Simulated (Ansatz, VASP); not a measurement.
## BN in VASP and in Ansatz

File POSCAR:

```
BN
1.0
    0.0000000000      1.8123409538      1.8123409538
    1.8123409538      0.0000000000      1.8123409538
    1.8123409538      1.8123409538      0.0000000000
B N
1 1
Direct
    0.2500000000      0.2500000000      0.2500000000
    0.5000000000      0.5000000000      0.5000000000
```

File INCAR.step1:

```
ALGO = Normal
EDIFF = 1E-4
ENCUT = 520
GGA = PE
ISMEAR = 0
LASPH = True
LCHARG = False
LREAL = False
LWAVE = True
NBANDS = 11
NELM = 80
PREC = Accurate
SIGMA = 0.02
```

File INCAR.step2:

```
ALGO = Normal
EDIFF = 1E-7
ENCUT = 520
ISIF = 2
ISMEAR = 0
ISTART = 1
LASPH = True
LCHARG = False
LMIXTAU = True
LREAL = False
LWAVE = False
METAGGA = R2SCAN
NBANDS = 11
NELM = 80
PREC = Accurate
SIGMA = 0.02
```

The input KPOINTS:

```
k-points
0
Gamma
  12 12 12
```

Input for Ansatz:

```yaml
crystal:
  lattice:
    - [0.0, 1.8123409538, 1.8123409538]
    - [1.8123409538, 0.0, 1.8123409538]
    - [1.8123409538, 1.8123409538, 0.0]
  atoms:
    - { symbol: B, position: [0.25, 0.25, 0.25] }
    - { symbol: "N", position: [0.5, 0.5, 0.5] }
basis:
  ecutwfc: 500
kpoints:
  mp_grid: { grid: [12, 12, 12] }
  band_path:
    path:
      - [[0.0, 0.0, 0.0], [-0.5, -0.5, 0.0], [-0.375, -0.375, 0.25]]
      - [[-0.375, 0.0, 0.375], [0.0, 0.0, 0.0], [0.0, 0.0, 0.5], [-0.5, -0.25, 0.25], [-0.5, -0.5, 0.0]]
    npoints: 14
hamiltonian:
  xc: r2scan
scf:
  occupations: { method: gaussian, width: 0.02 }
  n_extra_bands: 6
output:
  forces: true
  stress: true
  eigenvalues: true
  populations: true
  dos: { projected: true, de: 0.02, nscf_kmesh: { grid: [18, 18, 18] } }
  bader: true
  write_density: true
  write_potential: true
  elf: true
  volumetric_format: npy
```

Alike in both runs: task single point; functional r2SCAN; k mesh 12 × 12 × 12; occupations gaussian, width 0.02 eV; no spin polarisation.

```csv
,VASP,Ansatz
version,VASP 6.6.1,Ansatz 0.2.0
potentials or method,"VASP PAW PBE potentials, release 64 (B, N), cutoff 520 eV","scalar-relativistic, plane waves, PAW"
valence electrons in the cell,8,8
```

```tsv
	VASP	Ansatz	Ansatz less VASP
gap on the k mesh at the Fermi level (eV)	4.97	4.99	+0.020
least direct gap on the mesh (eV)	9.49	9.52	+0.038
pressure (GPa)	-3.7	-4.7	-1.07
```

VASP's potentials were made for PBE, not for r2SCAN.
